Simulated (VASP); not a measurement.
# TiGeSe4 (P-3m1) in VASP: further runs

The runs below take TiGeSe4 through single point, with PBE.

Program: VASP 6.6.1. These are calculated values, not measurements. Logs are shortened: lines on timing, memory, paths and dates and some standing lists are left out, and cuts for length are marked.

### Step 1. The cell of the first run

It takes space group P-3m1 (No. 164, trigonal). The conventional cell has a = 3.592 Å, b = 3.592 Å, c = 13.544 Å, α = 90.00°, β = 90.00°, γ = 120.00°. Within 3.4 Å of Ti (site symmetry -3m) lie 6 Se at 2.57 Å. Within 3.4 Å of Ge (site symmetry -3m) lie 6 Se at 2.57 Å. Within 3.4 Å of Se (site symmetry 3m) lie 3 Ti at 2.57 Å. Within 3.4 Å of Se (site symmetry 3m) lie 3 Ge at 2.57 Å.

### Step 2. Single point, PBE

Contents of INCAR:

```
SYSTEM = TiGeSe4
PREC = Accurate ; ENCUT = 520
EDIFF = 1E-6 ; ISMEAR = 0
SIGMA = 0.2 ; LREAL = .False.
LASPH = .True. ; NELM = 100
ALGO = Normal ; ISIF = 2
LWAVE = .False. ; LCHARG = .True.
GGA = PE ; LELF = .True.
LVHAR = .True. ; NBANDS = 62
```

Contents of KPOINTS:

```
Automatic mesh
0
Gamma
  6 6 1
  0 0 0
```

Contents of POSCAR:

```
TiGeSe4
1.0
    3.5920929913      0.0000000000      0.0000000000
   -1.7960464957      3.1108437832      0.0000000000
    0.0000000000      0.0000000000     27.0870255793
Ti Ge Se
2 2 8
Direct
    0.0000000000      0.0000000000      0.0000000000
    1.0000000000      0.0000000000      0.5000000000
    1.0000000000      0.0000000000      0.2500000000
    0.0000000000      0.0000000000      0.7500000000
    0.6666666667      0.3333333333      0.4436729771
    0.6666666667      0.3333333333      0.9436729771
    0.6666666667      0.3333333333      0.1936665920
    0.6666666667      0.3333333333      0.6936665920
    0.3333333333      0.6666666667      0.3063334080
    0.3333333333      0.6666666667      0.8063334080
    0.3333333333      0.6666666667      0.0563270229
    0.3333333333      0.6666666667      0.5563270229
```

Potentials or basis: VASP PAW PBE potentials, release 64 (Ti_sv, Ge_d, Se).

Launch:

```console
$ cat potpaw_PBE.64/Ti_sv/POTCAR potpaw_PBE.64/Ge_d/POTCAR potpaw_PBE.64/Se/POTCAR > POTCAR
$ mpirun -np 1 vasp_std > vasp.out
```

OUTCAR:

```text
SYSTEM = TiGeSe4
   PREC = Accurate
   ENCUT = 520
   EDIFF = 1E-6
   ISMEAR = 0
   LREAL = .False.
   LASPH = .True.
   NELM = 100
   ISIF = 2
   GGA = PE

 ion  position               nearest neighbor table
   1  0.000  0.000  0.000-   6 2.57  11 2.57   6 2.57  11 2.57   6 2.57  11 2.57
   2  0.000  0.000  0.500-   5 2.57  12 2.57   5 2.57  12 2.57   5 2.57  12 2.57
   3  0.000  0.000  0.250-   7 2.57   9 2.57   7 2.57   9 2.57   7 2.57   9 2.57
   4  0.000  0.000  0.750-   8 2.57  10 2.57   8 2.57  10 2.57   8 2.57  10 2.57
   5  0.667  0.333  0.444-   2 2.57   2 2.57   2 2.57
   6  0.667  0.333  0.944-   1 2.57   1 2.57   1 2.57
   7  0.667  0.333  0.194-   3 2.57   3 2.57   3 2.57
   8  0.667  0.333  0.694-   4 2.57   4 2.57   4 2.57
   9  0.333  0.667  0.306-   3 2.57   3 2.57   3 2.57
  10  0.333  0.667  0.806-   4 2.57   4 2.57   4 2.57
  11  0.333  0.667  0.056-   1 2.57   1 2.57   1 2.57
  12  0.333  0.667  0.556-   2 2.57   2 2.57   2 2.57
[... 7 lines left out ...]
 A1 = (   3.5920929913,   0.0000000000,   0.0000000000)
 A2 = (  -1.7960464957,   3.1108437832,   0.0000000000)
 A3 = (   0.0000000000,   0.0000000000,  27.0870255793)

Analysis of symmetry for initial positions (statically):
=====================================================================
 Subroutine PRICEL returns following result:

  LATTYP: Found a hexagonal cell.
 ALAT       =     3.5920929913
 C/A-ratio  =     3.7703680897

  Lattice vectors:

 A1 = (   3.5920929913,   0.0000000000,   0.0000000000)
 A2 = (  -1.7960464957,   3.1108437832,   0.0000000000)
 A3 = (   0.0000000000,   0.0000000000,  13.5435127897)

   2 primitive cells build up your supercell.

 Routine SETGRP: Setting up the symmetry group for a
 hexagonal supercell.

 Subroutine GETGRP returns: Found 12 space group operations
 (whereof 12 operations were pure point group operations)
 out of a pool of 24 trial point group operations.

The static configuration has the point symmetry D_3d.

Analysis of symmetry for dynamics (positions and initial velocities):
=====================================================================
 Subroutine PRICEL returns following result:

  LATTYP: Found a hexagonal cell.
 ALAT       =     3.5920929913
 C/A-ratio  =     3.7703680897

  Lattice vectors:

 A1 = (   3.5920929913,   0.0000000000,   0.0000000000)
 A2 = (  -1.7960464957,   3.1108437832,   0.0000000000)
 A3 = (   0.0000000000,   0.0000000000,  13.5435127897)

[... 111 lines left out ...]
   NUPDOWN=      -1.0000    fix difference up-down
   EMIN   =  10.00;   EMAX   =-10.00  energy-range for DOS
   EFERMI =   0.00;   METHOD = LEGACY
   ISMEAR =     0;   SIGMA  =   0.20  broadening in eV -4-tet -1-fermi 0-gaus
   EFERMI_NEDOS =   21; number of points for ismear=-14 and -15
   IALGO  =     38    algorithm
   IMIX   =      4    mixing-type and parameters
     AMIX     =   0.40;   BMIX     =  1.00
     AMIX_MAG =   1.60;   BMIX_MAG =  1.00
  volume/ion in A,a.u.               =      25.22       170.22
  Fermi-wavevector in a.u.,A,eV,Ry     =   1.131738  2.138674 17.426755  1.280830
  Thomas-Fermi vector in A             =   2.268437
   LORBIT       =      0    0 simple, 1 ext, 2 COOP (PROOUT), +10 PAW based schemes
   GGA     = PE    functional components
   LHFCALC =     F    Hartree Fock is set to
   AEXX    =    0.0000 exact exchange contribution
   IVDW    =     0    specifies the selected vdW correction
   LEPSILON=     F    determine dielectric tensor
   LRPA    =     F    only Hartree local field effects (RPA)
 non-spin polarized calculation
 Gauss-broadening in eV      SIGMA  =   0.20
  energy-cutoff  :      520.00
  volume of cell :      302.68
 maximum number of plane-waves:      8237
 NGX is ok and might be reduce to    28
   NGX = 13   NGY = 13   NGZ =101

 number of electron     100.0000000 magnetization

 number of electron      99.9999980 magnetization

 Free energy of the ion-electron system (eV)
  ---------------------------------------------------
  ext. energy  EPLUGINS =         0.00000000
  ---------------------------------------------------
  free energy    TOTEN  =       -60.18900518 eV

  energy without entropy =      -60.10508581  energy(sigma->0) =      -60.14704550

 E-fermi :   3.1567     XC(G=0):  -9.1239

 val. band max:        3.0827394742   @ k =   0.1667   0.0000   0.0000
 cond. band min:       3.2042733839   @ k =   0.5000  -0.0000   0.0000
 fundamental gap:      0.1215339098
 Fermi energy:         3.1566935241

 k-point     1 :       0.0000    0.0000    0.0000
  band No.  band energies     occupation
      1     -54.5514      2.00000
      2     -54.5514      2.00000
      3     -30.7707      2.00000
      4     -30.7707      2.00000
      5     -30.7552      2.00000
      6     -30.7552      2.00000
[... 444 lines left out ...]
     61       5.9883      0.00000
     62       5.9883      0.00000

------------------------ aborting loop because EDIFF is reached ----------------------------------------

  FORCE on cell =-STRESS in cart. coord.  units (eV):
  Direction    XX          YY          ZZ          XY          YZ          ZX
  --------------------------------------------------------------------------------------
  -------------------------------------------------------------------------------------
  Total       -0.0045752     -0.0045752      0.7221264      0.0000000      0.0000000     -0.0000000
  in kB       -0.0242176     -0.0242176      3.8224049      0.0000000      0.0000000     -0.0000000
  external PRESSURE =       1.2579899 kB  Pullay stress =       0.0000000 kB

 VOLUME and BASIS-vectors are now :
 -----------------------------------------------------------------------------
  energy-cutoff  :      520.00
  volume of cell :      302.68
      direct lattice vectors                 reciprocal lattice vectors
     3.592092991  0.000000000  0.000000000     0.278389229  0.160728097  0.000000000
    -1.796046496  3.110843783  0.000000000     0.000000000  0.321456193  0.000000000
     0.000000000  0.000000000 27.087025579     0.000000000  0.000000000  0.036918044

 POSITION                                       TOTAL-FORCE (eV/Angst)
 -----------------------------------------------------------------------------------
      0.00000      0.00000      0.00000        -0.000000     -0.000000      0.000000
      0.00000      0.00000     13.54351        -0.000000     -0.000000      0.000000
      0.00000      0.00000      6.77176        -0.000000     -0.000000      0.000000
      0.00000      0.00000     20.31527        -0.000000     -0.000000      0.000000
      1.79605      1.03695     12.01778         0.000000      0.000000     -0.061151
      1.79605      1.03695     25.56129        -0.000000      0.000000     -0.061151
      1.79605      1.03695      5.24585        -0.000000      0.000000     -0.056284
      1.79605      1.03695     18.78936        -0.000000     -0.000000     -0.056284
     -0.00000      2.07390      8.29766         0.000000      0.000000      0.056284
     -0.00000      2.07390     21.84117         0.000000     -0.000000      0.056284
     -0.00000      2.07390      1.52573         0.000000     -0.000000      0.061151
     -0.00000      2.07390     15.06924         0.000000     -0.000000      0.061151
 -----------------------------------------------------------------------------------
    total drift:                                0.000000     -0.000000     -0.000000

  FREE ENERGIE OF THE ION-ELECTRON SYSTEM (eV)
  ---------------------------------------------------
  free  energy   TOTEN  =       -60.1890051850 eV

  energy  without entropy=      -60.1050858150  energy(sigma->0) =      -60.14704550
```

stdout:

```text
POSCAR found type information on POSCAR TiGeSe
 POSCAR found :  3 types and      12 ions
 scaLAPACK will be used
 LDA part: xc-table for (Slater+PW92), standard interpolation
 POSCAR, INCAR and KPOINTS ok, starting setup
 FFT: planning ... GRIDC
 FFT: planning ... GRID_SOFT
 FFT: planning ... GRID
 WAVECAR not read
 entering main loop
```

It took 3.7 min on 1 thread of AMD EPYC 7R13 (Zen 3), shared host; peak memory 0.46 GiB.

What came out:

```yaml
Free_energy: -60.1890 eV
Pressure: 0.1 GPa
Largest_force: 0.061 eV/Å
Band_gap_on_the_k_mesh: zero (band 50 reaches 3.51 eV, above the bottom of band 51 at 2.96 eV)
```

Forces on the atoms (eV/Å):
```
Ti   0.000  0.000  0.000
Ti   0.000  0.000  0.000
Ge   0.000  0.000  0.000
Ge   0.000  0.000  0.000
Se   0.000  0.000 -0.061
Se   0.000  0.000 -0.061
Se   0.000  0.000 -0.056
Se   0.000  0.000 -0.056
Se   0.000  0.000  0.056
Se   0.000  0.000  0.056
Se   0.000  0.000  0.061
Se   0.000  0.000  0.061
```

Caveat: this functional lacks dispersion, which binds the layers, so the pressure and a relaxed spacing across them are unreliable.

[end of part 1 of 2]
